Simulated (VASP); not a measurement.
# Sn2AuO2 in VASP: single point with PBE+D3(BJ)

Aim: the single point of Sn2AuO2 with PBE+D3(BJ).

Everything below comes from runs of VASP 6.6.1. Logs are shortened: lines on timing, memory, paths and dates and some standing lists are left out, and cuts for length are marked.

## (1) The cell of the first run

The cell holds a slab with vacuum, 5 atoms: a = 3.820 Å, b = 3.820 Å, c = 19.363 Å, α = 90.00°, β = 90.00°, γ = 90.00°.

## (2) Single point, PBE+D3(BJ), collinear spin

INCAR reads:

```
SYSTEM = Sn2AuO2
PREC = Accurate ; ENCUT = 520
EDIFF = 1E-6 ; ISMEAR = 0
SIGMA = 0.05 ; LREAL = .False.
LASPH = .True. ; NELM = 150
ALGO = Normal ; ISIF = 2
LWAVE = .False. ; LCHARG = .False.
ISPIN = 2 ; MAGMOM = 0 0 0 0 1
LORBIT = 11 ; LMAXMIX = 4
LDIPOL = .True. ; IDIPOL = 3
DIPOL = 0.5 0.5 0.303 ; GGA = PE
IVDW = 12 ; NBANDS = 38
```

KPOINTS reads:

```
regular mesh
0
Gamma
  7 7 1
  0 0 0
```

POSCAR reads:

```
Sn2AuO2
1.0
    3.8201707215      0.0000000000      0.0000000000
    0.0000000000      3.8201707215      0.0000000000
    0.0000000000      0.0000000000     19.3630363687
Sn O Au
2 2 1
Direct
    0.5000000000      0.0000000000      0.2065791709
    0.0000000000      0.5000000000      0.3286176944
    0.0000000000      0.0000000000      0.2675984327
    0.5000000000      0.5000000000      0.2675984327
    0.0000000000      0.6250000000      0.4422362385
```

Potentials or basis: VASP PAW PBE potentials, release 64 (Sn_d, O, Au).

Command:

```
$ cat potpaw_PBE.64/Sn_d/POTCAR potpaw_PBE.64/O/POTCAR potpaw_PBE.64/Au/POTCAR > POTCAR
$ mpirun -np 1 vasp_std > vasp.out
```

OUTCAR:

```text
SYSTEM = Sn2AuO2
   PREC = Accurate
   ENCUT = 520
   EDIFF = 1E-6
   ISMEAR = 0
   LREAL = .False.
   LASPH = .True.
   NELM = 150
   ISIF = 2
   ISPIN = 2
   LORBIT = 11
   GGA = PE
   IVDW = 12
 IVDW          = 12

 ion  position               nearest neighbor table
   1  0.500  0.000  0.207-   3 2.25   4 2.25   4 2.25   3 2.25   2 3.59   2 3.59   2 3.59   2 3.59

   2  0.000  0.500  0.329-   3 2.25   4 2.25   3 2.25   4 2.25   5 2.25   1 3.59   1 3.59   1 3.59
                             1 3.59
   3  0.000  0.000  0.268-   2 2.25   2 2.25   1 2.25   1 2.25
   4  0.500  0.500  0.268-   2 2.25   2 2.25   1 2.25   1 2.25
   5  0.000  0.625  0.442-   2 2.25

  LATTYP: Found a simple tetragonal cell.
 ALAT       =     3.8201707215
 C/A-ratio  =     5.0686311635

  Lattice vectors:

 A1 = (   3.8201707215,   0.0000000000,   0.0000000000)
 A2 = (   0.0000000000,   3.8201707215,   0.0000000000)
 A3 = (   0.0000000000,   0.0000000000,  19.3630363687)

Analysis of symmetry for initial positions (statically):
=====================================================================
 Subroutine PRICEL returns:
 Original cell was already a primitive cell.

 Routine SETGRP: Setting up the symmetry group for a
 simple tetragonal supercell.

 Subroutine GETGRP returns: Found  2 space group operations
 (whereof  2 operations were pure point group operations)
 out of a pool of 16 trial point group operations.

The static configuration has the point symmetry C_1h.

Analysis of symmetry for dynamics (positions and initial velocities):
=====================================================================
 Subroutine PRICEL returns:
 Original cell was already a primitive cell.

 Routine SETGRP: Setting up the symmetry group for a
 simple tetragonal supercell.

 Subroutine GETGRP returns: Found  2 space group operations
 (whereof  2 operations were pure point group operations)
 out of a pool of 16 trial point group operations.

The dynamic configuration has the point symmetry C_1h.

Analysis of structural, dynamic, and magnetic symmetry:
=====================================================================
 Subroutine PRICEL returns:
 Original cell was already a primitive cell.

 Routine SETGRP: Setting up the symmetry group for a
 simple tetragonal supercell.

 Subroutine GETGRP returns: Found  2 space group operations
 (whereof  2 operations were pure point group operations)
 out of a pool of 16 trial point group operations.

The overall configuration has the point symmetry C_1h.

 Subroutine INISYM returns: Found  2 space group operations
 (whereof  2 operations are pure point group operations),
 and found     1 'primitive' translations

----------------------------------------------------------------------------------------

                                     Primitive cell

  volume of cell :     282.5784

  direct lattice vectors                    reciprocal lattice vectors
     3.820170721  0.000000000  0.000000000     0.261768406  0.000000000  0.000000000
     0.000000000  3.820170721  0.000000000     0.000000000  0.261768406  0.000000000
     0.000000000  0.000000000 19.363036369     0.000000000  0.000000000  0.051644793

  length of vectors
     3.820170721  3.820170721 19.363036369     0.261768406  0.261768406  0.051644793

  position of ions in fractional coordinates (direct lattice)
     0.500000000  0.000000000  0.206579171
     0.000000000  0.500000000  0.328617694
     0.000000000  0.000000000  0.267598433
     0.500000000  0.500000000  0.267598433
     0.000000000  0.625000000  0.442236239

  ion indices of the primitive-cell ions
   primitive index   ion index
                 1           1
                 2           2
                 3           3
                 4           4
                 5           5

----------------------------------------------------------------------------------------

 KPOINTS: regular mesh

Automatic generation of k-mesh.
 Grid dimensions read from file:
 generate k-points for:    7    7    1

 Generating k-lattice:

  Cartesian coordinates                     Fractional coordinates (reciprocal lattice)
     0.037395487  0.000000000  0.000000000     0.142857143  0.000000000  0.000000000
     0.000000000  0.037395487  0.000000000     0.000000000  0.142857143  0.000000000
     0.000000000  0.000000000  0.051644793     0.000000000  0.000000000  1.000000000

  Length of vectors
     0.037395487  0.037395487  0.051644793

  Shift w.r.t. Gamma in fractional coordinates (k-lattice)
     0.000000000  0.000000000  0.000000000

 Subroutine IBZKPT returns following result:
 ===========================================

 Found     16 irreducible k-points:

 Following reciprocal coordinates:
            Coordinates               Weight
  0.000000  0.000000  0.000000      1.000000
  0.142857  0.000000  0.000000      2.000000
  0.000000  0.142857  0.000000      2.000000
  0.285714  0.000000  0.000000      2.000000
  0.000000  0.285714  0.000000      2.000000
  0.428571  0.000000  0.000000      2.000000
[... 8 lines left out ...]
 -0.285714  0.428571  0.000000      4.000000
  0.428571  0.428571  0.000000      4.000000
   k-points           NKPTS =     16   k-points in BZ     NKDIM =     16   number of bands    NBANDS=     38
   number of dos      NEDOS =    301   number of ions     NIONS =      5
   total plane-waves  NPLWV = 112896
   dimension x,y,z NGX =    28 NGY =   28 NGZ =  144
   dimension x,y,z NGXF=    56 NGYF=   56 NGZF=  288
   ions per type =               2   2   1
   NGX,Y,Z   is equivalent  to a cutoff of  12.19, 12.19, 12.36 a.u.
   NGXF,Y,Z  is equivalent  to a cutoff of  24.37, 24.37, 24.73 a.u.
 SYSTEM =  Sn2AuO2
   PREC   = accura    normal or accurate (medium, high low for compatibility)
   ISTART =      0    job   : 0-new  1-cont  2-samecut
   ICHARG =      2    charge: 1-file 2-atom 10-const
   ISPIN  =      2    spin polarized calculation?
   LNONCOLLINEAR =      F non collinear calculations
   LSORBIT =      F    spin-orbit coupling
   LASPH  =      T    aspherical Exc in radial PAW
   ENCUT  =  520.0 eV  38.22 Ry    6.18 a.u.   7.10  7.10 36.00*2*pi/ulx,y,z
   NELM   =    150;   NELMIN=  2; NELMDL= -5     # of ELM steps
   EDIFF  = 0.1E-05   stopping-criterion for ELM
   LREAL  =      F    real-space projection
   EDIFFG = 0.1E-04   stopping-criterion for IOM
   NSW    =      0    number of steps for IOM
   IBRION =     -1    ionic relax: 0-MD 1-quasi-New 2-CG
   NFREE  =      0    steps in history (QN), initial steepest desc. (CG)
   ISIF   =      2    stress and relaxation
   ISYM   =      2    0-nonsym 1-usesym 2-fastsym
   POTIM  = 0.5000    time-step for ionic-motion
   TEBEG  =    0.0;   TEEND  =   0.0 temperature during run
   PSTRESS=    0.0 pullay stress
   NELECT =      51.0000    total number of electrons
   NUPDOWN=      -1.0000    fix difference up-down
   EMIN   =  10.00;   EMAX   =-10.00  energy-range for DOS
   EFERMI =   0.00;   METHOD = LEGACY
   ISMEAR =     0;   SIGMA  =   0.05  broadening in eV -4-tet -1-fermi 0-gaus
   EFERMI_NEDOS =   21; number of points for ismear=-14 and -15
   IALGO  =     38    algorithm
   IMIX   =      4    mixing-type and parameters
     AMIX     =   0.40;   BMIX     =  1.00
     AMIX_MAG =   1.60;   BMIX_MAG =  1.00
  volume/ion in A,a.u.               =      56.52       381.39
  Fermi-wavevector in a.u.,A,eV,Ry     =   0.925164  1.748306 11.645604  0.855928
  Thomas-Fermi vector in A             =   2.050988
   LORBIT       =     11    0 simple, 1 ext, 2 COOP (PROOUT), +10 PAW based schemes
   GGA     = PE    functional components
   LHFCALC =     F    Hartree Fock is set to
   AEXX    =    0.0000 exact exchange contribution
   IVDW    =    12    specifies the selected vdW correction
   LEPSILON=     F    determine dielectric tensor
   LRPA    =     F    only Hartree local field effects (RPA)
 spin polarized calculation
 Gauss-broadening in eV      SIGMA  =   0.05
  energy-cutoff  :      520.00
  volume of cell :      282.58
 maximum number of plane-waves:      7644
   NGX = 15   NGY = 15   NGZ = 73

 dipolmoment           0.000000      0.000000     -0.001622 electrons x Angstroem

 number of electron      50.9999979 magnetization       0.0168789

 number of electron      50.9999979 magnetization      -0.0673328

 dipolmoment           0.000000      0.000000      0.097737 electrons x Angstroem

 Free energy of the ion-electron system (eV)
  ---------------------------------------------------
  ext. energy  EPLUGINS =         0.00000000
  ---------------------------------------------------
  free energy    TOTEN  =       -23.31719257 eV

  energy without entropy =      -23.31310655  energy(sigma->0) =      -23.31514956

 E-fermi :  -0.1589     XC(G=0):  -4.2501

 val. band max:       -0.1630510032   @ k =   0.2857   0.1429   0.0000
 cond. band min:       0.0020770833   @ k =   0.4286   0.0000   0.0000
 fundamental gap:      0.1651280865
 Fermi energy:        -0.1588803957

 spin component 1

 k-point     1 :       0.0000    0.0000    0.0000
  band No.  band energies     occupation
      1     -22.9632      1.00000
      2     -22.7974      1.00000
      3     -22.6837      1.00000
      4     -22.6727      1.00000
      5     -22.6372      1.00000
      6     -22.5402      1.00000
[... 29 lines left out ...]
     36       6.4483      0.00000
     37       6.8005      0.00000

 k-point     2 :       0.1429    0.0000    0.0000
  band No.  band energies     occupation
      1     -22.9553      1.00000
      2     -22.7956      1.00000
      3     -22.7058      1.00000
      4     -22.6705      1.00000
      5     -22.6406      1.00000
      6     -22.5284      1.00000
[... 29 lines left out ...]
     36       6.7015      0.00000
     37       7.0814      0.00000
[... 518 lines left out ...]
     36       6.0548      0.00000
     37       6.6884      0.00000

 k-point    16 :       0.4286    0.4286    0.0000
  band No.  band energies     occupation
      1     -22.9334      1.00000
      2     -22.9217      1.00000
      3     -22.7450      1.00000
      4     -22.6684      1.00000
      5     -22.6417      1.00000
      6     -22.4368      1.00000
[... 29 lines left out ...]
     36       6.0140      0.00000
     37       6.8191      0.00000
 Fermi energy:        -0.1588803957

 spin component 2

 k-point     1 :       0.0000    0.0000    0.0000
  band No.  band energies     occupation
      1     -22.9667      1.00000
      2     -22.8005      1.00000
      3     -22.6869      1.00000
      4     -22.6762      1.00000
      5     -22.6415      1.00000
      6     -22.5412      1.00000
[... 29 lines left out ...]
     36       6.4218      0.00000
     37       6.7759      0.00000

 k-point     2 :       0.1429    0.0000    0.0000
  band No.  band energies     occupation
      1     -22.9588      1.00000
      2     -22.7987      1.00000
      3     -22.7091      1.00000
      4     -22.6740      1.00000
      5     -22.6450      1.00000
      6     -22.5294      1.00000
[... 29 lines left out ...]
     36       6.6729      0.00000
     37       7.0570      0.00000
[... 518 lines left out ...]
     36       6.0449      0.00000
     37       6.6755      0.00000

 k-point    16 :       0.4286    0.4286    0.0000
  band No.  band energies     occupation
      1     -22.9368      1.00000
      2     -22.9249      1.00000
      3     -22.7479      1.00000
      4     -22.6727      1.00000
      5     -22.6454      1.00000
      6     -22.4377      1.00000
[... 29 lines left out ...]
     36       5.9945      0.00000
     37       6.8091      0.00000
 [bands above 37 left out]

------------------------ aborting loop because EDIFF is reached ----------------------------------------

 vacuum level on the upper side and lower side of the slab       (xc-potential included)         0.584        -0.594

 Edisp (eV)   -0.91196

 E8    (eV) :    -0.4148

  FORCE on cell =-STRESS in cart. coord.  units (eV):
  Direction    XX          YY          ZZ          XY          YZ          ZX
  --------------------------------------------------------------------------------------
  -------------------------------------------------------------------------------------
  Total      -1.02595     0.21680    11.86701     0.00000     3.01068     0.00000
  in kB      -5.81700     1.22921    67.28419     0.00000    17.07012     0.00000
  external pressure =       20.90 kB  Pullay stress =        0.00 kB

 VOLUME and BASIS-vectors are now :
 -----------------------------------------------------------------------------
  energy-cutoff  :      520.00
  volume of cell :      282.58
      direct lattice vectors                 reciprocal lattice vectors
     3.820170721  0.000000000  0.000000000     0.261768406  0.000000000  0.000000000
     0.000000000  3.820170721  0.000000000     0.000000000  0.261768406  0.000000000
     0.000000000  0.000000000 19.363036369     0.000000000  0.000000000  0.051644793

 POSITION                                       TOTAL-FORCE (eV/Angst)
 -----------------------------------------------------------------------------------
      1.91009      0.00000      4.00000         0.000000      0.001242     -0.077816
      0.00000      1.91009      6.36304         0.000000     -1.201625     -6.165443
      0.00000      0.00000      5.18152         0.000000     -0.135711      0.202981
      1.91009      1.91009      5.18152         0.000000      0.025365      0.377919
      0.00000      2.38761      8.56304         0.000000      1.310729      5.662360
 -----------------------------------------------------------------------------------
    total drift:                                0.000000      0.000054      0.000133

  FREE ENERGIE OF THE ION-ELECTRON SYSTEM (eV)
  ---------------------------------------------------
  free  energy   TOTEN  =       -24.2291572980 eV

  energy  without entropy=      -24.2250712749  energy(sigma->0) =      -24.22711429

 vacuum level on the upper side and lower side of the slab         4.424         3.213

 total charge

# of ion       s       p       d       tot
------------------------------------------
    1        1.281   0.761  10.054  12.097
    2        1.199   0.948  10.159  12.306
    3        1.581   3.423   0.000   5.003
    4        1.582   3.419   0.000   5.000
    5        0.712   0.161   8.866   9.738
--------------------------------------------------
tot          6.354   8.712  29.078  44.145

 magnetization (x)

# of ion       s       p       d       tot
------------------------------------------
    1       -0.000  -0.000  -0.000  -0.000
    2       -0.009  -0.001  -0.001  -0.010
    3       -0.000  -0.006   0.000  -0.006
    4       -0.000  -0.004   0.000  -0.005
    5       -0.007  -0.005  -0.003  -0.015
--------------------------------------------------
tot         -0.017  -0.016  -0.004  -0.037
```

It took 16 min on 1 thread of Intel Xeon Platinum 8259CL at 2.50GHz (Skylake/Cascade Lake), shared host; peak memory 0.6 GiB.

What came out:

```yaml
Free_energy: -24.2292 eV
Largest_force: 6.281 eV/Å
Net_moment: -0.07 μB per cell
Valence_electrons_inside_the_program's_atomic_spheres: Sn 12.10, 12.31; O 5.00; Au 9.74
Dispersion_energy_per_atom: -0.182 eV
```

Forces in eV/Å, atoms in the order of the input:
```
Sn   0.000  0.001 -0.078
Sn   0.000 -1.202 -6.165
O    0.000 -0.136  0.203
O    0.000  0.025  0.378
Au   0.000  1.311  5.662
```

Caveat: spin-orbit coupling is left out, which moves the levels of the heavy elements.
